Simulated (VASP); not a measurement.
Write the native input for VASP 6.6.1 that does the following.

```
Task                   : relaxation of cell and atoms
Functional             : PBE
Potentials or basis    : VASP PAW PBE potentials, release 64 (Al, N)
Cutoff                 : 600 eV
k mesh                 : 12 × 12 × 7
Occupations            : fermi-dirac, width 0.08 eV
Spin                   : no spin polarisation
Target pressure        : 21 GPa
Dipole correction      : no
Further INCAR settings : ALGO = Normal; EDIFF = 1e-06; IBRION = 2; EDIFFG = -0.005; NSW = 60; ISIF = 3
```

The structure of AlN (wurtzite type) lies in POSCAR:

```
AlN
1.0
    2.9629239290      0.0000000000      0.0000000000
   -1.4814619645      2.5659673920      0.0000000000
    0.0000000000      0.0000000000      4.8295660043
Al N
2 2
Direct
    0.3333333333      0.6666666667      0.0000000000
    0.6666666667      0.3333333333      0.5000000000
    0.3333333333      0.6666666667      0.3760000000
    0.6666666667      0.3333333333      0.8760000000
```

These files were run (other wordings do the same):

INCAR

```
PREC = Accurate ; ENCUT = 600
EDIFF = 1E-6 ; ISMEAR = -1
SIGMA = 0.08 ; LREAL = False
LASPH = True ; NELM = 80
ALGO = Normal ; ISIF = 3
LWAVE = False ; LCHARG = False
GGA = PE ; IBRION = 2
NSW = 60 ; EDIFFG = -0.005
PSTRESS = 210.0
```

KPOINTS

```
Automatic mesh
0
Gamma
  12 12 7
```

Potentials or basis: VASP PAW PBE potentials, release 64 (Al, N).

The run is started by

```bash
$ cat potpaw_PBE.64/Al/POTCAR potpaw_PBE.64/N/POTCAR > POTCAR
$ mpirun -np 1 vasp_std > vasp.out
```

It gave:

- Relaxed volume: 9.70 Å³/atom
- Relaxed cell: a = 3.043 Å, b = 3.043 Å, c = 4.842 Å, α = 90.00°, β = 90.00°, γ = 120.00°
- Space group after relaxing (to 0.1 Å): P6_3mc (No. 186)
- Energy change on relaxing (the run minimises the enthalpy): -100.1 meV/atom
- Ionic steps: 8
- Pressure after relaxing: 21.0 GPa
- Band gap on the k mesh: 4.82 eV

Caveat: the cell is relaxed towards a set pressure, so the run minimises the enthalpy, not the energy.

Run time: 3.4 min on 1 thread of Intel Xeon 8259CL, on a shared host, peak memory 0.18 GiB.
